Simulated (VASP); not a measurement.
A run of VASP 6.6.1:

INCAR

```
SYSTEM = CaSb
ALGO     = Normal         ! electronic algorithm
EDIFF    = 1E-6           ! SCF threshold, eV
ENCUT    = 520            ! plane-wave cutoff, eV
GGA      = PE             ! functional
ISIF     = 2              ! what is computed and relaxed
ISMEAR   = 0              ! smearing method
LASPH    = .TRUE.         ! aspherical terms in the spheres
LCHARG   = .FALSE.        ! write CHGCAR
LREAL    = .FALSE.        ! projectors in reciprocal space
LWAVE    = .FALSE.        ! write WAVECAR
NBANDS   = 23             ! bands
NELM     = 100            ! most SCF steps
PREC     = Accurate       ! precision mode
SIGMA    = 0.1            ! smearing width, eV
```

KPOINTS

```
k-points
0
G
  6 6 4
  0 0 0
```

Contents of POSCAR:

```
CaSb
1.0
    4.8875531400      0.0000000000      0.0000000000
   -2.4437765700      4.2327451800      0.0000000000
    0.0000000000      0.0000000000      5.4964312700
Ca Sb
2 2
Direct
    0.0000000000      0.0000000000      0.2096406500
    0.0000000000      0.0000000000      0.7903593500
    0.3333333300      0.6666666700      0.5000000000
    0.6666666700      0.3333333300      0.5000000000
```

Potentials or basis: VASP PAW PBE potentials, release 64 (Ca_sv, Sb).

Run with:

```bash
$ cat potpaw_PBE.64/Ca_sv/POTCAR potpaw_PBE.64/Sb/POTCAR > POTCAR
$ mpirun -np 1 vasp_std > vasp.out
```

Hardware: 1 thread of Intel(R) Xeon(R) 6975P-C (Granite Rapids), on a shared host.

Estimate the wall time of this run.

It took 39 s on 1 thread of Intel(R) Xeon(R) 6975P-C (Granite Rapids), on a shared host, peak memory 0.24 GiB. Counts: scf iterations 13, k points 21.
